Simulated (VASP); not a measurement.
B, 4 atoms in the cell. The structure is hexagonal, space group P6_3/mmc (No. 194). The conventional cell has a = 1.701 Å, b = 1.701 Å, c = 21.029 Å, α = 90.00°, β = 90.00°, γ = 120.00°. B (site symmetry -3m) has 6 B at 1.70 Å within 2.3 Å. Within 2.3 Å of B (site symmetry -6m2) lie 6 B at 1.70 Å.  This cell differs from its parent crystal: volume scaled by 0.96.

* Program: VASP 6.6.1
* Task: single point
* Functional: RPBE
* Potentials or basis: VASP PAW PBE potentials, release 64 (B)
* Cutoff: 520 eV
* k mesh: 23 × 23 × 2
* Occupations: fermi-dirac, width 0.1 eV
* Spin: no spin polarisation
* Dipole correction: no
* Further INCAR settings: ALGO = Normal; EDIFF = 1e-06; NBANDS = 14

Potentials or basis: VASP PAW PBE potentials, release 64 (B).

Command:

```bash
$ cat potpaw_PBE.64/B/POTCAR > POTCAR
$ mpirun -np 1 vasp_std > vasp.out
```

Hardware: 1 thread of Intel(R) Xeon(R) Platinum 8175M CPU @ 2.50GHz (Skylake/Cascade Lake), with other jobs on the host.

Task: How long does it take, and how much memory?

Result: Wall time 78 s on 1 thread of Intel(R) Xeon(R) Platinum 8175M CPU @ 2.50GHz (Skylake/Cascade Lake) (shared host), peak memory 0.21 GiB. Counts: scf iterations 14, k points 112.
